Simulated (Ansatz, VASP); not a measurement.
Two plane-wave programs on InSe

```
Se In
1.0
     4.08734    0.00000    0.00000
    -2.04367    3.53974    0.00000
     0.00000    0.00000   29.68599
Se In
4 4
Direct
  0.00000 0.00000 0.25264
  0.00000 0.00000 0.43360
  0.66667 0.33333 0.56640
  0.66667 0.33333 0.74736
  0.66667 0.33333 0.29553
  0.66667 0.33333 0.39072
  0.33333 0.66667 0.60928
  0.33333 0.66667 0.70447
```

Alike in both runs: functional PBE; k mesh 9 × 9 × 1; occupations gaussian, width 0.05 eV; no spin polarisation.

Ansatz relaxed the structure, and its values are those at the end. VASP's run is a single point on that final structure, the one shown.

|  | VASP | Ansatz |
| --- | --- | --- |
| version | VASP 6.6.1 | Ansatz 0.2.0 |
| potentials or method | VASP PAW PBE potentials, release 64 (Se, In_d), cutoff 520 eV | scalar-relativistic, plane waves, PAW |
| valence electrons in the cell | 76 | 116 |

|  | VASP | Ansatz | Ansatz less VASP |
| --- | --- | --- | --- |
| gap on the k mesh at the Fermi level (eV) | 1.10 | 1.11 | +0.011 |
| least direct gap on the mesh (eV) | 1.14 | 1.15 | +0.010 |
| rms of the force components (eV/Å) | 0.008 | 0.001 | -0.0073 |

VASP's potentials hold 76 valence electrons a cell and Ansatz's 116, so a difference there can come from the potentials and not from the codes.
